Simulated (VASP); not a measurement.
A run of VASP 6.6.1 is set up as follows.

File INCAR:

```
PREC = Accurate ; ENCUT = 600
EDIFF = 1E-7 ; ISMEAR = -1
SIGMA = 0.1 ; LREAL = F
LASPH = T ; NELM = 200
ALGO = Normal ; ISIF = 3
LWAVE = F ; LCHARG = F
ISPIN = 2 ; MAGMOM = 3.5
LORBIT = 11 ; LMAXMIX = 4
GGA = PS ; IBRION = 2
NSW = 80 ; EDIFFG = -0.03
GGA_COMPAT = F ; NELMIN = 4
```

The input KPOINTS:

```
regular mesh
0
Gamma
  12 12 12
```

POSCAR

```
Fe
1.0
   -1.4450000000      1.4450000000      1.4450000000
    1.4450000000     -1.4450000000      1.4450000000
    1.4450000000      1.4450000000     -1.4450000000
Fe
1
Direct
    0.0000000000      0.0000000000      0.0000000000
```

Potentials or basis: VASP PAW PBE potentials, release 64 (Fe).

Launch:

```sh
$ cat potpaw_PBE.64/Fe/POTCAR > POTCAR
$ mpirun -np 1 vasp_std > vasp.out
```

Problem. Predict the space group after relaxing (to 0.1 Å).

Solution. Im-3m (No. 229).

Problem. Estimate the site moments.

Solution. Fe +2.07 μB.

Problem. Estimate the relaxed cell.

Solution. a = 2.414 Å, b = 2.414 Å, c = 2.414 Å, α = 109.47°, β = 109.47°, γ = 109.47°.

Problem. Predict the relaxed volume.

Solution. 10.82 Å³/atom.

The path:
| step | energy change (eV) | largest force (eV/Å) | pressure (GPa) | volume (Å³) |
| --- | --- | --- | --- | --- |
| 1 | 0.0000 | 0.0000 | -17.66 | 12.07 |
| 2 | -0.0147 | 0.0000 | 24.52 | 9.89 |
| 3 | -0.0778 | 0.0000 | -0.35 | 10.82 |

Caveat: the PAW data sets were made with another functional, which shifts forces and pressure a little.
